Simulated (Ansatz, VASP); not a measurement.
One calculation of HfO2, two programs

File INCAR:

```
SYSTEM = HfO2
PREC     = Accurate       ! precision mode
ENCUT    = 520            ! plane-wave cutoff, eV
EDIFF    = 1E-6           ! SCF threshold, eV
ISMEAR   = 0              ! smearing method
SIGMA    = 0.05           ! smearing width, eV
LREAL    = .False.        ! projectors in reciprocal space
LASPH    = .True.         ! aspherical terms in the spheres
NELM     = 80             ! most SCF steps
ALGO     = Normal         ! electronic algorithm
ISIF     = 2              ! what is computed and relaxed
LWAVE    = .False.        ! write WAVECAR
LCHARG   = .False.        ! write CHGCAR
GGA      = PE             ! functional
NBANDS   = 18             ! bands
```

The input KPOINTS:

```
Automatic mesh
0
Gamma
  8 8 8
  0 0 0
```

POSCAR

```
HfO2
1.0
   -0.0696171708      2.5807827318      2.5807827318
    2.5807827318     -0.0696171708      2.5807827318
    2.5807827318      2.5807827318     -0.0696171708
Hf O
1 2
Direct
    0.0000000000      0.0000000000      0.0000000000
    0.2500000000      0.2500000000      0.2500000000
    0.7500000000      0.7500000000      0.7500000000
```

Input for Ansatz:

```yaml
crystal:
  lattice:
    - [-0.0696171708, 2.5807827318, 2.5807827318]
    - [2.5807827318, -0.0696171708, 2.5807827318]
    - [2.5807827318, 2.5807827318, -0.0696171708]
  atoms:
    - { symbol: Hf, position: [0.0, 0.0, 0.0] }
    - { symbol: O, position: [0.25, 0.25, 0.25] }
    - { symbol: O, position: [0.75, 0.75, 0.75] }
basis:
  ecutwfc: 520.0
kpoints:
  mp_grid: { grid: [8, 8, 8] }
hamiltonian:
  xc: pbe
  pseudopotentials: { kind: paw, azcp: { folder: soft_1 } }
scf:
  occupations: { method: gaussian, width: 0.05 }
output:
  forces: true
  stress: true
  eigenvalues: true
  write_density: true
  write_potential: true
  elf: true
  volumetric_format: npy
```

Alike in both runs: task single point; functional PBE; k mesh 8 × 8 × 8; occupations gaussian, width 0.05 eV; no spin polarisation.

|  | VASP | Ansatz |
| --- | --- | --- |
| version | VASP 6.6.1 | Ansatz 0.2.0 |
| potentials or method | VASP PAW PBE potentials, release 64 (Hf_pv, O), cutoff 520 eV | scalar-relativistic, plane waves, PAW |
| valence electrons in the cell | 22 | 38 |

VASP gave:

```
gap on the k mesh at the Fermi level (eV)                     : 3.56
least direct gap on the mesh (eV)                             : 3.56
pressure (GPa)                                                : -18.6
traceless stress, the component that is largest in VASP (GPa) : 1.52
rms of the force components (eV/Å)                            : 0.075
```

Task: What did Ansatz give for the same quantities?

Result: gap on the k mesh at the Fermi level (eV): 3.57; least direct gap on the mesh (eV): 3.57; pressure (GPa): -15.7; traceless stress, the component that is largest in VASP (GPa): 1.65; rms of the force components (eV/Å): 0.088.

Atom by atom the forces differ by 0.013 eV/Å (rms over components). With one functional, cell and mesh, what is left measures potentials, basis and numerics. VASP's potentials hold 22 valence electrons a cell and Ansatz's 38, so a difference there can come from the potentials and not from the codes.

Spin-orbit coupling is off throughout.
